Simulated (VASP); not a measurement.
# ZnCu (R-3m) in VASP: further runs, part 3 of 3

VASP 6.6.1. The steps go on from the part before.

## 6. Electric field gradients, PBEsol (equal xy, yz and zx shear strains of +1 %)

INCAR

```
ALGO = Normal
EDIFF = 1E-8
ENCUT = 520
GGA = PS
ISIF = 2
ISMEAR = -1
LASPH = T
LCHARG = F
LEFG = T
LREAL = F
LWAVE = F
NBANDS = 18
NELM = 80
PREC = Accurate
SIGMA = 0.05
```

KPOINTS

```
k-points
0
Gamma
  14 14 14
```

POSCAR

```
ZnCu
1.0
    2.9450000000      0.0147250000      0.0147250000
    0.0147250000      2.9450000000      0.0147250000
    0.0147250000      0.0147250000      2.9450000000
Zn Cu
1 1
Direct
    0.5000000000      0.5000000000      0.5000000000
    0.0000000000      0.0000000000      0.0000000000
```

Potentials or basis: VASP PAW PBE potentials, release 64 (Zn, Cu).

On the command line:

```console
> cat potpaw_PBE.64/Zn/POTCAR potpaw_PBE.64/Cu/POTCAR > POTCAR
> mpirun -np 1 vasp_std > vasp.out
```

OUTCAR:

```text
EDIFF = 1E-8
   ENCUT = 520
   GGA = PS
   ISIF = 2
   ISMEAR = -1
   LASPH = T
   LREAL = F
   NELM = 80
   PREC = Accurate

 ion  position               nearest neighbor table
   1  0.500  0.500  0.500-   2 2.54   2 2.54   2 2.54   2 2.54   2 2.54   2 2.54   2 2.58   2 2.58

   2  0.000  0.000  0.000-   1 2.54   1 2.54   1 2.54   1 2.54   1 2.54   1 2.54   1 2.58   1 2.58

  LATTYP: Found a trigonal (rhomboedric) cell.
 ALAT       =     2.9450736241
 COS(alpha) =     0.0100244988

  Lattice vectors:

 A1 = (   2.9450000000,   0.0147250000,   0.0147250000)
 A2 = (   0.0147250000,   2.9450000000,   0.0147250000)
 A3 = (   0.0147250000,   0.0147250000,   2.9450000000)

Analysis of symmetry for initial positions (statically):
=====================================================================
 Subroutine PRICEL returns:
 Original cell was already a primitive cell.

 Routine SETGRP: Setting up the symmetry group for a
 trigonal (rhombohedral) supercell.

 Subroutine GETGRP returns: Found 12 space group operations
 (whereof 12 operations were pure point group operations)
 out of a pool of 12 trial point group operations.

The static configuration has the point symmetry D_3d.

Analysis of symmetry for dynamics (positions and initial velocities):
=====================================================================
 Subroutine PRICEL returns:
 Original cell was already a primitive cell.

 Routine SETGRP: Setting up the symmetry group for a
 trigonal (rhombohedral) supercell.

 Subroutine GETGRP returns: Found 12 space group operations
 (whereof 12 operations were pure point group operations)
 out of a pool of 12 trial point group operations.
[... 159 lines left out ...]
      2      -2.4564      2.00000
      3      -2.4564      2.00000
      4      -1.7674      2.00000
      5      -1.7674      2.00000
      6      -1.7409      2.00000
[... 481 lines left out ...]
      5      -1.8200      2.00000
      6      -1.7510      2.00000
[... 10 lines left out ...]
     17      21.1371      0.00000
     18      22.5682      0.00000

 [... further k-points ...]

------------------------ aborting loop because EDIFF is reached ----------------------------------------

  FORCE on cell =-STRESS in cart. coord.  units (eV):
  Direction    XX          YY          ZZ          XY          YZ          ZX
  --------------------------------------------------------------------------------------
  -------------------------------------------------------------------------------------
  Total       -0.6439840     -0.6439840     -0.6439840     -0.1432092     -0.1432092     -0.1432092
  in kB      -40.3982177    -40.3982177    -40.3982177     -8.9837604     -8.9837604     -8.9837604
  external PRESSURE =     -40.3982177 kB  Pullay stress =       0.0000000 kB

 VOLUME and BASIS-vectors are now :
 -----------------------------------------------------------------------------
  energy-cutoff  :      520.00
  volume of cell :       25.54
      direct lattice vectors                 reciprocal lattice vectors
     2.945000000  0.014725000  0.014725000     0.339575468 -0.001689430 -0.001689430
     0.014725000  2.945000000  0.014725000    -0.001689430  0.339575468 -0.001689430
     0.014725000  0.014725000  2.945000000    -0.001689430 -0.001689430  0.339575468

 POSITION                                       TOTAL-FORCE (eV/Angst)
 -----------------------------------------------------------------------------------
      1.48722      1.48722      1.48723         0.000000     -0.000000      0.000000
      0.00000      0.00000      0.00000        -0.000000      0.000000     -0.000000
 -----------------------------------------------------------------------------------
    total drift:                                0.000000      0.000000     -0.000000

  FREE ENERGIE OF THE ION-ELECTRON SYSTEM (eV)
  ---------------------------------------------------
  free  energy   TOTEN  =        -6.0874464309 eV

  energy  without entropy=       -6.0845555942  energy(sigma->0) =       -6.08600101

 Electric field gradients (V/A^2)
---------------------------------------------------------------------
 ion       V_xx      V_yy      V_zz      V_xy      V_xz      V_yz
---------------------------------------------------------------------
   1      -0.000    -0.000    -0.000     1.901     1.901     1.901
   2       0.000    -0.000     0.000     1.260     1.260     1.260
---------------------------------------------------------------------

 Electric field gradients after diagonalization (V/A^2)
 (convention: |V_zz| > |V_xx| > |V_yy|)
----------------------------------------------------------------------
 ion       V_xx      V_yy      V_zz     asymmetry (V_yy - V_xx)/ V_zz
----------------------------------------------------------------------
   1      -1.901    -1.901     3.802       0.000
   2      -1.260    -1.260     2.520       0.000
----------------------------------------------------------------------

           NMR quadrupolar parameters

 Cq : quadrupolar parameter    Cq=e*Q*V_zz/h
 eta: asymmetry parameters     (V_yy - V_xx)/ V_zz
 Q  : nuclear electric quadrupole moment in mb (millibarn)
----------------------------------------------------------------------
 ion       Cq(MHz)       eta       Q (mb)
----------------------------------------------------------------------
   1       0.009       0.000       1.000
   2       0.006       0.000       1.000
----------------------------------------------------------------------
```

Run time: 38 s. Hardware: 1 thread of Intel Xeon 6975P-C (Granite Rapids), shared host; peak memory 0.25 GiB.

Results:

```
Free energy                             : -6.0874 eV
Pressure                                : -4.0 GPa
Band gap on the k mesh                  : zero (an odd number of electrons rules out a gap without spin polarisation)
Largest electric field gradient by atom : Zn +3.8; Cu +2.5 V/Å²
```

Stress tensor (GPa, compression positive):
```
-4.04 -0.90 -0.90
-0.90 -4.04 -0.90
-0.90 -0.90 -4.04
```

Electric field gradients, principal values (V/Å²):
| atom | least | middle | greatest (by size) |
| --- | --- | --- | --- |
| 1 Zn | -1.901 | -1.901 | 3.802 |
| 2 Cu | -1.260 | -1.260 | 2.520 |

Caveat: the cell differs from its parent crystal (equal xy, yz and zx shear strains of +1 %); the cell stands under tension; without QUAD_EFG the Cq values of the log hold for a quadrupole moment of 1 mb, not for the nuclei; the PAW data sets were made with another functional, which shifts forces and pressure a little.

## 7. Electric field gradients, PBEsol (equal xy, yz and zx shear strains of +2 %)

INCAR

```
SYSTEM = ZnCu
ALGO = Normal ; EDIFF = 1E-8
ENCUT = 520 ; GGA = PS
ISIF = 2 ; ISMEAR = -1
LASPH = .TRUE. ; LCHARG = .FALSE.
LEFG = .TRUE. ; LREAL = .FALSE.
LWAVE = .FALSE. ; NBANDS = 18
NELM = 100 ; PREC = Accurate
SIGMA = 0.05
```

KPOINTS

```
k-points
0
G
  14 14 14
  0 0 0
```

POSCAR

```
ZnCu
1.0
    2.9450000000      0.0294500000      0.0294500000
    0.0294500000      2.9450000000      0.0294500000
    0.0294500000      0.0294500000      2.9450000000
Zn Cu
1 1
Direct
    0.5000000000      0.5000000000      0.5000000000
    0.0000000000      0.0000000000      0.0000000000
```

Potentials or basis: VASP PAW PBE potentials, release 64 (Zn, Cu).

On the command line:

```console
> cat potpaw_PBE.64/Zn/POTCAR potpaw_PBE.64/Cu/POTCAR > POTCAR
> mpirun -np 1 vasp_std > vasp.out
```

OUTCAR:

```text
SYSTEM = ZnCu
   EDIFF = 1E-8
   ENCUT = 520
   GGA = PS
   ISIF = 2
   ISMEAR = -1
   LASPH = .TRUE.
   LREAL = .FALSE.
   NELM = 100
   PREC = Accurate

 ion  position               nearest neighbor table
   1  0.500  0.500  0.500-   2 2.53   2 2.53   2 2.53   2 2.53   2 2.53   2 2.53   2 2.60   2 2.60

   2  0.000  0.000  0.000-   1 2.53   1 2.53   1 2.53   1 2.53   1 2.53   1 2.53   1 2.60   1 2.60

  LATTYP: Found a trigonal (rhomboedric) cell.
 ALAT       =     2.9452944853
 COS(alpha) =     0.0200959808

[... 720 lines left out ...]
  ---------------------------------------------------
  free  energy   TOTEN  =        -6.0813781140 eV

  energy  without entropy=       -6.0781456147  energy(sigma->0) =       -6.07976186

 Electric field gradients (V/A^2)
---------------------------------------------------------------------
 ion       V_xx      V_yy      V_zz      V_xy      V_xz      V_yz
---------------------------------------------------------------------
   1      -0.000    -0.000     0.000     3.619     3.619     3.619
   2      -0.000    -0.000     0.000     2.310     2.310     2.310
---------------------------------------------------------------------

 Electric field gradients after diagonalization (V/A^2)
 (convention: |V_zz| > |V_xx| > |V_yy|)
----------------------------------------------------------------------
 ion       V_xx      V_yy      V_zz     asymmetry (V_yy - V_xx)/ V_zz
----------------------------------------------------------------------
   1      -3.619    -3.619     7.238       0.000
   2      -2.310    -2.310     4.620       0.000
----------------------------------------------------------------------

           NMR quadrupolar parameters

 Cq : quadrupolar parameter    Cq=e*Q*V_zz/h
 eta: asymmetry parameters     (V_yy - V_xx)/ V_zz
 Q  : nuclear electric quadrupole moment in mb (millibarn)
----------------------------------------------------------------------
 ion       Cq(MHz)       eta       Q (mb)
----------------------------------------------------------------------
   1       0.018       0.000       1.000
   2       0.011       0.000       1.000
----------------------------------------------------------------------
```

OSZICAR:

```text
N       E                     dE             d eps       ncg     rms          rms(c)
DAV:   1     0.113669581907E+03    0.11367E+03   -0.11359E+04 11224   0.212E+03
DAV:   2    -0.262540965799E+01   -0.11629E+03   -0.11163E+03 10406   0.300E+02
DAV:   3    -0.735646163116E+01   -0.47311E+01   -0.46861E+01 11698   0.751E+01
DAV:   4    -0.739491704732E+01   -0.38455E-01   -0.38441E-01 12056   0.627E+00
DAV:   5    -0.739541417129E+01   -0.49712E-03   -0.49711E-03 11576   0.733E-01    0.103E+01
DAV:   6    -0.724253539439E+01    0.15288E+00   -0.17854E+01 11032   0.101E+02    0.668E+00
DAV:   7    -0.609190363949E+01    0.11506E+01   -0.37730E+00 11162   0.105E+02    0.222E+00
DAV:   8    -0.609108921149E+01    0.81443E-03   -0.18276E-01 14110   0.583E+00    0.125E+00
DAV:   9    -0.608143914003E+01    0.96501E-02   -0.10998E-02 12514   0.221E+00    0.775E-02
DAV:  10    -0.608138886073E+01    0.50279E-04   -0.85309E-04 15764   0.661E-01    0.480E-02
DAV:  11    -0.608137913323E+01    0.97275E-05   -0.10630E-04 12702   0.295E-01    0.109E-02
DAV:  12    -0.608137824474E+01    0.88849E-06   -0.76550E-06 13344   0.560E-02    0.102E-03
DAV:  13    -0.608137812030E+01    0.12444E-06   -0.23666E-07 10886   0.548E-03    0.996E-04
DAV:  14    -0.608137813641E+01   -0.16113E-07   -0.21306E-08  7636   0.375E-03    0.195E-04
DAV:  15    -0.608137811266E+01    0.23747E-07   -0.46546E-09  5644   0.883E-04    0.113E-04
DAV:  16    -0.608137811396E+01   -0.12965E-08   -0.84769E-10  5510   0.566E-04
   1 F= -.60813781E+01 E0= -.60797619E+01  d E =-.323250E-02
```

It took 38 s on 1 thread of Intel Xeon 6975P-C (Granite Rapids), shared host; peak memory 0.25 GiB.

What came out:

```
Free energy                             : -6.0814 eV
Pressure                                : -3.9 GPa
Band gap on the k mesh                  : zero (an odd number of electrons rules out a gap without spin polarisation)
Largest electric field gradient by atom : Zn +7.2; Cu +4.6 V/Å²
```

Stress tensor (GPa, compression positive):
```
-3.89 -1.69 -1.69
-1.69 -3.89 -1.69
-1.69 -1.69 -3.89
```

Electric field gradients, principal values (V/Å²):
```csv
atom,least,middle,greatest (by size)
1 Zn,-3.619,-3.619,7.238
2 Cu,-2.310,-2.310,4.620
```

Caveat: the cell differs from its parent crystal (equal xy, yz and zx shear strains of +2 %); the cell stands under tension; without QUAD_EFG the Cq values of the log hold for a quadrupole moment of 1 mb, not for the nuclei; the PAW data sets were made with another functional, which shifts forces and pressure a little.

## 8. The runs side by side

```csv
cell,gap on the mesh (eV),pressure (GPa)
"a = 2.945 Å, angles 91.1°, 2 atoms",none,-3.9
"a = 2.945 Å, angles 90.6°, 2 atoms",none,-4.0
"a = 2.945 Å, angles 89.4°, 2 atoms",none,-4.0
"a = 2.945 Å, angles 88.8°, 2 atoms",none,-3.9
```

Alike in all rows: task electric field gradients; level PBEsol; potentials or basis VASP PAW PBE potentials, release 64 (Zn, Cu); no spin polarisation; k mesh 14 × 14 × 14; cutoff (eV) 520; smearing fermi-dirac 0.05 eV.

Caveats: the cell stands under tension; the PAW data sets were made with another functional, which shifts forces and pressure a little.

Absolute energies hang on the potentials; compare differences alone.
